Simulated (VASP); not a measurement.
# Sc3BN2 (P6/mmm) in VASP: further runs

Runs on Sc3BN2. Level: PBE. Tasks: single point, relaxation of cell and atoms.

Everything below comes from runs of VASP 6.6.1. Logs are shortened: lines on timing, memory, paths and dates and some standing lists are left out, and cuts for length are marked.

## (1) The cell of the first run

The structure is hexagonal, space group P6/mmm (No. 191). Conventional cell: a = 5.943 Å, b = 5.943 Å, c = 3.871 Å, α = 90.00°, β = 90.00°, γ = 120.00°. Within 4.0 Å of Sc (site symmetry mmm) lie 6 Sc at 2.97 to 3.87 Å and 2 B at 2.97 Å and 8 N at 3.25 to 3.92 Å. B (site symmetry 6/mmm) has 2 N at 1.32 Å within 1.8 Å. Within 1.7 Å of N (site symmetry 6mm) lie 1 N at 1.24 Å and 1 B at 1.32 Å.

The cell was generated, and may not be a known phase.

## (2) Single point, PBE

The input, INCAR:

```
ALGO = Normal
EDIFF = 1E-6
ENCUT = 520
GGA = PE
ISIF = 2
ISMEAR = 0
LASPH = T
LCHARG = F
LREAL = F
LWAVE = F
NBANDS = 32
NELM = 60
PREC = Accurate
SIGMA = 0.1
```

The input, KPOINTS:

```
k-points
0
Gamma
  6 6 10
```

The input, POSCAR:

```
Sc3BN2
1.0
    5.9433260572      0.0000000000      0.0000000000
   -2.9716630286      5.1470713485      0.0000000000
    0.0000000000      0.0000000000      3.8705986198
Sc B N
3 1 2
Direct
    0.5000000000      0.0000000000      0.0000000000
    0.0000000000      0.5000000000      0.0000000000
    0.5000000000      0.5000000000      0.0000000000
    0.0000000000      0.0000000000      0.0000000000
    0.0000000000      0.0000000000      0.3400609312
    0.0000000000      0.0000000000      0.6599390688
```

Potentials or basis: VASP PAW PBE potentials, release 64 (Sc_sv, B, N).

Launch:

```console
cat potpaw_PBE.64/Sc_sv/POTCAR potpaw_PBE.64/B/POTCAR potpaw_PBE.64/N/POTCAR > POTCAR
mpirun -np 1 vasp_std > vasp.out
```

OUTCAR:

```text
EDIFF = 1E-6
   ENCUT = 520
   GGA = PE
   ISIF = 2
   ISMEAR = 0
   LASPH = T
   LREAL = F
   NELM = 60
   PREC = Accurate

 ion  position               nearest neighbor table
   1  0.500  0.000  0.000-   2 2.97   3 2.97   3 2.97   2 2.97
   2  0.000  0.500  0.000-   1 2.97   1 2.97   3 2.97   3 2.97
   3  0.500  0.500  0.000-   1 2.97   1 2.97   2 2.97   2 2.97
   4  0.000  0.000  0.000-   5 1.32   6 1.32
   5  0.000  0.000  0.340-   6 1.24   4 1.32
   6  0.000  0.000  0.660-   5 1.24   4 1.32

  LATTYP: Found a hexagonal cell.
 ALAT       =     5.9433260572
 C/A-ratio  =     0.6512512661

  Lattice vectors:

 A1 = (   5.9433260572,   0.0000000000,   0.0000000000)
 A2 = (  -2.9716630286,   5.1470713485,   0.0000000000)
 A3 = (   0.0000000000,   0.0000000000,   3.8705986198)

Analysis of symmetry for initial positions (statically):
=====================================================================
 Subroutine PRICEL returns:
 Original cell was already a primitive cell.

 Routine SETGRP: Setting up the symmetry group for a
 hexagonal supercell.

 Subroutine GETGRP returns: Found 24 space group operations
 (whereof 24 operations were pure point group operations)
 out of a pool of 24 trial point group operations.

The static configuration has the point symmetry D_6h.

Analysis of symmetry for dynamics (positions and initial velocities):
=====================================================================
 Subroutine PRICEL returns:
 Original cell was already a primitive cell.

 Routine SETGRP: Setting up the symmetry group for a
 hexagonal supercell.

 Subroutine GETGRP returns: Found 24 space group operations
 (whereof 24 operations were pure point group operations)
 out of a pool of 24 trial point group operations.

The dynamic configuration has the point symmetry D_6h.

 Subroutine INISYM returns: Found 24 space group operations
 (whereof 24 operations are pure point group operations),
 and found     1 'primitive' translations

----------------------------------------------------------------------------------------

                                     Primitive cell

  volume of cell :     118.4044

  direct lattice vectors                    reciprocal lattice vectors
     5.943326057  0.000000000  0.000000000     0.168255955  0.097142621  0.000000000
    -2.971663029  5.147071348  0.000000000     0.000000000  0.194285242  0.000000000
     0.000000000  0.000000000  3.870598620     0.000000000  0.000000000  0.258357969

  length of vectors
     5.943326057  5.943326057  3.870598620     0.194285242  0.194285242  0.258357969

  position of ions in fractional coordinates (direct lattice)
     0.500000000  0.000000000  0.000000000
     0.000000000  0.500000000  0.000000000
     0.500000000  0.500000000  0.000000000
     0.000000000  0.000000000  0.000000000
     0.000000000  0.000000000  0.340060931
     0.000000000  0.000000000  0.659939069

  ion indices of the primitive-cell ions
   primitive index   ion index
                 1           1
                 2           2
                 3           3
                 4           4
                 5           5
                 6           6

----------------------------------------------------------------------------------------

 KPOINTS: k-points

Automatic generation of k-mesh.
 Grid dimensions read from file:
 generate k-points for:    6    6   10

 Generating k-lattice:

  Cartesian coordinates                     Fractional coordinates (reciprocal lattice)
     0.028042659  0.016190437  0.000000000     0.166666667 -0.000000000  0.000000000
     0.000000000  0.032380874  0.000000000     0.000000000  0.166666667  0.000000000
     0.000000000  0.000000000  0.025835797     0.000000000  0.000000000  0.100000000

  Length of vectors
     0.032380874  0.032380874  0.025835797

  Shift w.r.t. Gamma in fractional coordinates (k-lattice)
     0.000000000  0.000000000  0.000000000

 Subroutine IBZKPT returns following result:
 ===========================================

 Found     42 irreducible k-points:

 Following reciprocal coordinates:
            Coordinates               Weight
  0.000000  0.000000  0.000000      1.000000
  0.166667  0.000000  0.000000      6.000000
  0.333333  0.000000  0.000000      6.000000
  0.500000  0.000000  0.000000      3.000000
  0.166667  0.166667  0.000000      6.000000
  0.333333  0.166667  0.000000     12.000000
[... 16 lines left out ...]
  0.166667  0.000000  0.300000     12.000000
  0.333333  0.000000  0.300000     12.000000
 [... further k-points ...]
   k-points           NKPTS =     42   k-points in BZ     NKDIM =     42   number of bands    NBANDS=     32
   number of dos      NEDOS =    301   number of ions     NIONS =      6
   total plane-waves  NPLWV =  69120
   dimension x,y,z NGX =    48 NGY =   48 NGZ =   30
   dimension x,y,z NGXF=    96 NGYF=   96 NGZF=   60
   ions per type =               3   1   2
   NGX,Y,Z   is equivalent  to a cutoff of  13.43, 13.43, 12.89 a.u.
   NGXF,Y,Z  is equivalent  to a cutoff of  26.85, 26.85, 25.77 a.u.
 SYSTEM =  unknown system
   PREC   = accura    normal or accurate (medium, high low for compatibility)
   ISTART =      0    job   : 0-new  1-cont  2-samecut
   ICHARG =      2    charge: 1-file 2-atom 10-const
   ISPIN  =      1    spin polarized calculation?
   LNONCOLLINEAR =      F non collinear calculations
   LSORBIT =      F    spin-orbit coupling
   LASPH  =      T    aspherical Exc in radial PAW
   ENCUT  =  520.0 eV  38.22 Ry    6.18 a.u.  11.05 11.05  7.20*2*pi/ulx,y,z
   NELM   =     60;   NELMIN=  2; NELMDL= -5     # of ELM steps
   EDIFF  = 0.1E-05   stopping-criterion for ELM
   LREAL  =      F    real-space projection
   EDIFFG = 0.1E-04   stopping-criterion for IOM
   NSW    =      0    number of steps for IOM
   IBRION =     -1    ionic relax: 0-MD 1-quasi-New 2-CG
   NFREE  =      0    steps in history (QN), initial steepest desc. (CG)
   ISIF   =      2    stress and relaxation
   ISYM   =      2    0-nonsym 1-usesym 2-fastsym
   POTIM  = 0.5000    time-step for ionic-motion
   TEBEG  =    0.0;   TEEND  =   0.0 temperature during run
   PSTRESS=    0.0 pullay stress
   NELECT =      46.0000    total number of electrons
   NUPDOWN=      -1.0000    fix difference up-down
   EMIN   =  10.00;   EMAX   =-10.00  energy-range for DOS
   EFERMI =   0.00;   METHOD = LEGACY
   ISMEAR =     0;   SIGMA  =   0.10  broadening in eV -4-tet -1-fermi 0-gaus
   EFERMI_NEDOS =   21; number of points for ismear=-14 and -15
   IALGO  =     38    algorithm
   IMIX   =      4    mixing-type and parameters
     AMIX     =   0.40;   BMIX     =  1.00
     AMIX_MAG =   1.60;   BMIX_MAG =  1.00
  volume/ion in A,a.u.               =      19.73       133.17
  Fermi-wavevector in a.u.,A,eV,Ry     =   1.194551  2.257375 19.414872  1.426953
  Thomas-Fermi vector in A             =   2.330539
   LORBIT       =      0    0 simple, 1 ext, 2 COOP (PROOUT), +10 PAW based schemes
   GGA     = PE    functional components
   LHFCALC =     F    Hartree Fock is set to
   AEXX    =    0.0000 exact exchange contribution
   IVDW    =     0    specifies the selected vdW correction
   LEPSILON=     F    determine dielectric tensor
   LRPA    =     F    only Hartree local field effects (RPA)
 non-spin polarized calculation
 Gauss-broadening in eV      SIGMA  =   0.10
  energy-cutoff  :      520.00
  volume of cell :      118.40
 maximum number of plane-waves:      3216
 NGX is ok and might be reduce to    48
   NGX = 23   NGY = 23   NGZ = 15

 number of electron      46.0000007 magnetization

 Free energy of the ion-electron system (eV)
  ---------------------------------------------------
  ext. energy  EPLUGINS =         0.00000000
  ---------------------------------------------------
  free energy    TOTEN  =       -37.30212927 eV

  energy without entropy =      -37.24712828  energy(sigma->0) =      -37.27462877

 E-fermi :   3.3740     XC(G=0):  -9.2326

 val. band max:        3.3734277905   @ k =   0.5000   0.0000   0.3000
 cond. band min:       3.3742576182   @ k =   0.5000   0.0000   0.1000
 fundamental gap:      0.0008298277
 Fermi energy:         3.3739772641

 k-point     1 :       0.0000    0.0000    0.0000
  band No.  band energies     occupation
      1     -46.5835      2.00000
      2     -46.4945      2.00000
      3     -46.4945      2.00000
      4     -25.4121      2.00000
      5     -25.4121      2.00000
      6     -25.3941      2.00000
[... 24 lines left out ...]
     31       5.2695      0.00000
     32       5.2695      0.00000

 k-point     2 :       0.1667    0.0000    0.0000
  band No.  band energies     occupation
      1     -46.5783      2.00000
      2     -46.4998      2.00000
      3     -46.4945      2.00000
      4     -25.4111      2.00000
      5     -25.3917      2.00000
      6     -25.3584      2.00000
[... 24 lines left out ...]
     31       5.1414      0.00000
     32       5.2897      0.00000

 k-point     3 :       0.3333    0.0000    0.0000
  band No.  band energies     occupation
      1     -46.5648      2.00000
      2     -46.5135      2.00000
      3     -46.4946      2.00000
      4     -25.4117      2.00000
      5     -25.3379      2.00000
      6     -25.2592      2.00000
[... 24 lines left out ...]
     31       4.8932      0.00000
     32       5.3466      0.00000

 k-point     4 :       0.5000    0.0000    0.0000
  band No.  band energies     occupation
      1     -46.5540      2.00000
      2     -46.5244      2.00000
      3     -46.4946      2.00000
      4     -25.4121      2.00000
      5     -25.2879      2.00000
      6     -25.2431      2.00000
[... 24 lines left out ...]
     31       4.8766      0.00000
     32       5.1518      0.00000

 k-point     5 :       0.1667    0.1667    0.0000
  band No.  band energies     occupation
      1     -46.5688      2.00000
      2     -46.5095      2.00000
      3     -46.4946      2.00000
      4     -25.3994      2.00000
      5     -25.3710      2.00000
      6     -25.2853      2.00000
[... 584 lines left out ...]
     31       4.9194      0.00000
     32       5.1282      0.00000

 k-point    22 :       0.0000    0.0000    0.3000
  band No.  band energies     occupation
      1     -46.5821      2.00000
      2     -46.4933      2.00000
      3     -46.4933      2.00000
      4     -25.4096      2.00000
      5     -25.4096      2.00000
      6     -25.3908      2.00000
[... 24 lines left out ...]
     31       5.8371      0.00000
     32       5.9659      0.00000

 k-point    23 :       0.1667    0.0000    0.3000
  band No.  band energies     occupation
      1     -46.5769      2.00000
      2     -46.4986      2.00000
      3     -46.4933      2.00000
      4     -25.4084      2.00000
      5     -25.3893      2.00000
      6     -25.3552      2.00000
[... 24 lines left out ...]
     31       5.7233      0.00000
     32       5.8422      0.00000

 k-point    24 :       0.3333    0.0000    0.3000
  band No.  band energies     occupation
      1     -46.5635      2.00000
      2     -46.5123      2.00000
      3     -46.4934      2.00000
      4     -25.4087      2.00000
      5     -25.3357      2.00000
      6     -25.2764      2.00000
[... 24 lines left out ...]
     31       5.4664      0.00000
     32       5.5694      0.00000

 [... further k-points ...]
[... 5 lines left out ...]
  --------------------------------------------------------------------------------------
  -------------------------------------------------------------------------------------
  Total       -0.0005803     -0.0005803     -0.1880436     -0.0000000      0.0000000      0.0000000
  in kB       -0.0078525     -0.0078525     -2.5444928     -0.0000000      0.0000000      0.0000000
  external PRESSURE =      -0.8533992 kB  Pullay stress =       0.0000000 kB

 VOLUME and BASIS-vectors are now :
 -----------------------------------------------------------------------------
  energy-cutoff  :      520.00
  volume of cell :      118.40
      direct lattice vectors                 reciprocal lattice vectors
     5.943326057  0.000000000  0.000000000     0.168255955  0.097142621  0.000000000
    -2.971663029  5.147071348  0.000000000     0.000000000  0.194285242  0.000000000
     0.000000000  0.000000000  3.870598620     0.000000000  0.000000000  0.258357969

 POSITION                                       TOTAL-FORCE (eV/Angst)
 -----------------------------------------------------------------------------------
      2.97166      0.00000      0.00000        -0.000000      0.000000      0.000000
     -1.48583      2.57354      0.00000        -0.000000      0.000000      0.000000
      1.48583      2.57354      0.00000        -0.000000      0.000000      0.000000
      0.00000      0.00000      0.00000        -0.000000      0.000000      0.000000
      0.00000      0.00000      1.31624         0.000000     -0.000000     -0.166352
      0.00000      0.00000      2.55436         0.000000      0.000000      0.166352
 -----------------------------------------------------------------------------------
    total drift:                               -0.000000      0.000000      0.000000

  FREE ENERGIE OF THE ION-ELECTRON SYSTEM (eV)
  ---------------------------------------------------
  free  energy   TOTEN  =       -37.3021292680 eV

  energy  without entropy=      -37.2471282771  energy(sigma->0) =      -37.27462877
```

Wall time 3.2 min (1 thread of AMD EPYC 7R13 (Zen 3), shared host); peak memory 0.29 GiB.

Results:

| Item | Value |
| --- | --- |
| Free energy | -37.3021 eV |
| Pressure | -0.1 GPa |
| Largest force | 0.166 eV/Å |
| Band gap on the k mesh | zero (bands 23 and 24 overlap by 0.88 eV) |

Forces on the atoms (eV/Å):
```
Sc   0.000  0.000  0.000
Sc   0.000  0.000  0.000
Sc   0.000  0.000  0.000
B    0.000  0.000  0.000
N    0.000  0.000 -0.166
N    0.000  0.000  0.166
```

Stress tensor (GPa, compression positive):
```
 0.00  0.00  0.00
 0.00  0.00  0.00
 0.00  0.00 -0.25
```

Caveat: the standard files for N, O and F lose accuracy on very short bonds.

(Continued in part 2 of 2.)

The gap in the log of VASP goes by the Fermi energy; the results here count the filled bands.